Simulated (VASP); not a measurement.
A run of VASP 6.6.1 is set up as follows.

POSCAR

```
InGaAs2
1.0
    4.2008940543      0.0000000000      0.0000000000
    0.0000000000      4.2008940543      0.0000000000
    0.0000000000      0.0000000000      5.9858154217
In Ga As
1 1 2
Direct
    0.0000000000      0.0000000000      0.5000000000
    0.5000000000      0.5000000000      0.0000000000
    0.5000000000      0.0000000000      0.7694439200
    0.0000000000      0.5000000000      0.2305560800
```

File INCAR.step1:

```
PREC     = Accurate       # precision mode
ENCUT    = 520            # plane-wave cutoff, eV
ISMEAR   = 0              # smearing method
SIGMA    = 0.01           # smearing width, eV
LREAL    = False          # projectors in reciprocal space
LASPH    = True           # aspherical terms in the spheres
NELM     = 60             # most SCF steps
NBANDS   = 26             # bands
GGA      = PE             # functional
ALGO     = Normal         # electronic algorithm
EDIFF    = 1E-4           # SCF threshold, eV
LWAVE    = True           # write WAVECAR
LCHARG   = False          # write CHGCAR
```

INCAR.step2

```
PREC     = Accurate       # precision mode
ENCUT    = 520            # plane-wave cutoff, eV
EDIFF    = 1E-7           # SCF threshold, eV
ISMEAR   = 0              # smearing method
SIGMA    = 0.01           # smearing width, eV
LREAL    = False          # projectors in reciprocal space
LASPH    = True           # aspherical terms in the spheres
NELM     = 60             # most SCF steps
ALGO     = Normal         # electronic algorithm
ISIF     = 2              # what is computed and relaxed
LWAVE    = False          # write WAVECAR
LCHARG   = True           # write CHGCAR
METAGGA  = R2SCAN         # meta-GGA
LMIXTAU  = True         
LELF     = True           # ELF
LVHAR    = True         
NBANDS   = 26             # bands
ISTART   = 1
```

KPOINTS

```
Automatic mesh
0
Gamma
  8 8 6
```

Potentials or basis: VASP PAW PBE potentials, release 64 (In_d, Ga_d, As).

The run is started by

```console
$ cat potpaw_PBE.64/In_d/POTCAR potpaw_PBE.64/Ga_d/POTCAR potpaw_PBE.64/As/POTCAR > POTCAR
$ cp INCAR.step1 INCAR
$ mpirun -np 1 vasp_std > vasp.out
$ cp INCAR.step2 INCAR
$ mpirun -np 1 vasp_std > vasp.out
```

Question: Estimate the largest force.

Answer: 0.004 eV/Å.

Question: What does it give for the pressure?

Answer: -2.0 GPa.

Forces on the atoms (eV/Å):
```
In   0.000  0.000  0.000
Ga   0.000  0.000  0.000
As   0.000  0.000 -0.004
As   0.000  0.000  0.004
```

Caveat: the PAW data sets were made with another functional, which shifts forces and pressure a little.
